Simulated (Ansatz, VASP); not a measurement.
## NiO: VASP beside Ansatz

Contents of POSCAR:

```
NiO
1.0
    0.0000000000      2.0859016414      2.0859016414
    2.0859016414      0.0000000000      2.0859016414
    2.0859016414      2.0859016414      0.0000000000
Ni O
1 1
Direct
    0.0000000000      0.0000000000      0.0000000000
    0.5000000000      0.5000000000      0.5000000000
```

The input INCAR.step1:

```
PREC     = Accurate       # precision mode
ENCUT    = 520            # plane-wave cutoff, eV
ISMEAR   = -1             # smearing method
SIGMA    = 0.1            # smearing width, eV
LREAL    = False          # projectors in reciprocal space
LASPH    = True           # aspherical terms in the spheres
NELM     = 150            # most SCF steps
ISPIN    = 2              # spin polarisation
MAGMOM   = 1 0            # initial moments
LMAXMIX  = 4              # l up to which the mixer works
LDAU     = True           # DFT+U
LDAUTYPE = 2            
LDAUL    = 2 -1           # shell
LDAUU    = 5 0            # U, eV
LDAUJ    = 0 0          
NBANDS   = 19             # bands
GGA      = PE             # functional
ALGO     = Normal         # electronic algorithm
EDIFF    = 1E-4           # SCF threshold, eV
LWAVE    = True           # write WAVECAR
LCHARG   = False          # write CHGCAR
```

INCAR.step2

```
PREC     = Accurate       # precision mode
ENCUT    = 520            # plane-wave cutoff, eV
EDIFF    = 1E-6           # SCF threshold, eV
ISMEAR   = -1             # smearing method
SIGMA    = 0.1            # smearing width, eV
LREAL    = False          # projectors in reciprocal space
LASPH    = True           # aspherical terms in the spheres
NELM     = 150            # most SCF steps
ALGO     = Normal         # electronic algorithm
ISIF     = 2              # what is computed and relaxed
LWAVE    = False          # write WAVECAR
LCHARG   = True           # write CHGCAR
ISPIN    = 2              # spin polarisation
MAGMOM   = 1 0            # initial moments
LORBIT   = 11             # projections on sites
LMAXMIX  = 4              # l up to which the mixer works
LDAU     = True           # DFT+U
LDAUTYPE = 2            
LDAUL    = 2 -1           # shell
LDAUU    = 5 0            # U, eV
LDAUJ    = 0 0          
LDAUPRINT= 1            
METAGGA  = R2SCAN         # meta-GGA
LMIXTAU  = True         
IVDW     = 13             # dispersion correction
VDW_S6   = 1.0          
VDW_S8   = 0.6018749    
VDW_A1   = 0.51559235   
VDW_A2   = 5.77342911   
LELF     = True           # ELF
LVHAR    = True         
NBANDS   = 19             # bands
ISTART   = 1
```

Contents of KPOINTS:

```
Automatic mesh
0
Gamma
  11 11 11
```

The input input.yaml:

```yaml
crystal:
  lattice:
    - [0.0, 2.0859016414, 2.0859016414]
    - [2.0859016414, 0.0, 2.0859016414]
    - [2.0859016414, 2.0859016414, 0.0]
  atoms:
    - { symbol: Ni, position: [0.0, 0.0, 0.0], spin: 1.0 }
    - { symbol: O, position: [0.5, 0.5, 0.5] }
hamiltonian:
  xc: r2scan
  pseudopotentials: { kind: paw, core: large }
  dispersion: d4
  hubbard: { sites: [{ species: Ni, l: d, u_eff: 5.0 }], double_counting: fll }
magnetization:
  spin_polarized: true
kpoints:
  mp_grid: { grid: [11, 11, 11] }
scf:
  occupations: { method: fermi_dirac, width: 0.1 }
output:
  forces: true
  stress: true
  eigenvalues: true
  write_density: true
  write_potential: true
  elf: true
  volumetric_format: npy
```

Alike in both runs: functional r2SCAN; dispersion D4; k mesh 11 × 11 × 11; occupations fermi-dirac, width 0.1 eV; collinear spin; Hubbard terms Ni d U = 5.0 eV.

|  | VASP | Ansatz |
| --- | --- | --- |
| version | VASP 6.6.1 | Ansatz 0.2.0 |
| potentials or method | VASP PAW PBE potentials, release 64 (Ni, O) | Ansatz PAW |
| plane-wave cutoff (eV) | 520 | 500 |
| valence electrons in the cell | 16 | 24 |
| task | single point | electrostatic potential |

```tsv
	VASP	Ansatz	Ansatz less VASP
gap on the k mesh at the Fermi level (eV)	3.26	2.89	-0.377
least direct gap on the mesh (eV)	4.12	3.98	-0.140
pressure (GPa)	-2.1	5.6	+7.66
net moment per atom (μB)	1.00	1.00	0.000
size of the moment on the site where the two differ most (μB)	1.85	1.76	-0.091
```

VASP's potentials were made for PBE, not for r2SCAN. Site moments also hang on the region over which each program counts them. The programs project onto different local orbitals, so the same U acts differently, and such runs can settle in different states. VASP's potentials hold 16 valence electrons a cell and Ansatz's 24, so a difference there can come from the potentials and not from the codes.

Noted on Ansatz's run: the magnetic or orbital state may not be the lowest; odd divisions of the mesh miss points on the zone boundary, where band edges often lie, so the gap on the mesh can be too wide.
